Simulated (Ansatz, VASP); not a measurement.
# Two plane-wave programs on CdSe

Contents of POSCAR:

```
CdSe
1.0
    0.0000000000      2.6389211189      2.6389211189
    2.6389211189      0.0000000000      2.6389211189
    2.6389211189      2.6389211189      0.0000000000
Cd Se
1 1
Direct
    0.0000000000      0.0000000000      0.0000000000
    0.5000000000      0.5000000000      0.5000000000
```

INCAR.step1

```
SYSTEM = CdSe
PREC = Accurate
ENCUT = 520
ISMEAR = 0
SIGMA = 0.05
LREAL = .False.
LASPH = .True.
NELM = 60
NBANDS = 16
GGA = PE
ALGO = Normal
EDIFF = 1E-4
LWAVE = .True.
LCHARG = .False.
```

Contents of INCAR.step2:

```
SYSTEM = CdSe
PREC = Accurate
ENCUT = 520
EDIFF = 1E-6
ISMEAR = 0
SIGMA = 0.05
LREAL = .False.
LASPH = .True.
NELM = 60
ALGO = Normal
ISIF = 2
LWAVE = .False.
LCHARG = .False.
METAGGA = R2SCAN
LMIXTAU = .True.
NBANDS = 16
ISTART = 1
```

Contents of KPOINTS:

```
Automatic mesh
0
Gamma
  12 12 12
  0 0 0
```

Input for Ansatz:

```yaml
crystal:
  lattice:
    - [0.0, 2.6389211189, 2.6389211189]
    - [2.6389211189, 0.0, 2.6389211189]
    - [2.6389211189, 2.6389211189, 0.0]
  atoms:
    - { symbol: Cd, position: [0.0, 0.0, 0.0] }
    - { symbol: Se, position: [0.5, 0.5, 0.5] }
basis:
  ecutwfc: 500
  ecutrho_ratio: 4
kpoints:
  mp_grid: { grid: [12, 12, 12] }
hamiltonian:
  xc: r2scan
scf:
  occupations: { method: gaussian, width: 0.05 }
output:
  forces: true
  stress: true
  eigenvalues: true
```

Alike in both runs: task single point; functional r2SCAN; k mesh 12 × 12 × 12; occupations gaussian, width 0.05 eV; no spin polarisation.

```csv
,VASP,Ansatz
version,VASP 6.6.1,Ansatz 0.2.0
potentials or method,"VASP PAW PBE potentials, release 64 (Cd, Se), cutoff 520 eV","scalar-relativistic, plane waves, PAW"
valence electrons in the cell,18,36
```

Ansatz gave:

| Property | Result |
| --- | --- |
| gap on the k mesh at the Fermi level (eV) | none |
| pressure (GPa) | 26.3 |

Q: Estimate VASP's values.

A: gap on the k mesh at the Fermi level (eV): none; pressure (GPa): 27.4.

VASP's potentials were made for PBE, not for r2SCAN. A gap of «none» marks a metal or a gap that the smearing closes. With one functional, cell and mesh, what is left measures potentials, basis and numerics. VASP's potentials hold 18 valence electrons a cell and Ansatz's 36, so a difference there can come from the potentials and not from the codes.
